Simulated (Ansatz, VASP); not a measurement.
Two plane-wave programs on ScSbSe3

```
Sc Sb Se
1.0
     5.12694    0.00000    0.00000
     0.00000    5.12694    0.00000
     0.00000    0.00000    5.12694
Sc Sb Se
1 1 3
Direct
  0.50000 0.50000 0.50000
  0.00000 0.00000 0.00000
  0.00000 0.50000 0.50000
  0.50000 0.00000 0.50000
  0.50000 0.50000 0.00000
```

Change from the starting cell: species swapped into the TmBRh3 type (Pm-3m, No. 221).

Alike in both runs: functional PBE; k mesh 8 × 8 × 8; occupations gaussian, width 0.1 eV; no spin polarisation.

Ansatz relaxed the structure, and its values are those at the end. VASP's run is a single point on that final structure, the one shown.

|  | VASP | Ansatz |
| --- | --- | --- |
| version | VASP 6.6.1 | Ansatz 0.2.0 |
| potentials or method | VASP PAW PBE potentials, release 64 (Sc_sv, Sb, Se), cutoff 520 eV | scalar-relativistic, plane waves, PAW |
| valence electrons in the cell | 34 | 74 |

Ansatz gave:

| Item | Value |
| --- | --- |
| gap on the k mesh at the Fermi level (eV) | none |
| pressure (GPa) | 0.0 |

What did VASP give for the same quantities?

gap on the k mesh at the Fermi level (eV): none; pressure (GPa): 0.1.

A gap of «none» marks a metal or a gap that the smearing closes. VASP's potentials hold 34 valence electrons a cell and Ansatz's 74, so a difference there can come from the potentials and not from the codes.

Neither program's run includes spin-orbit coupling.
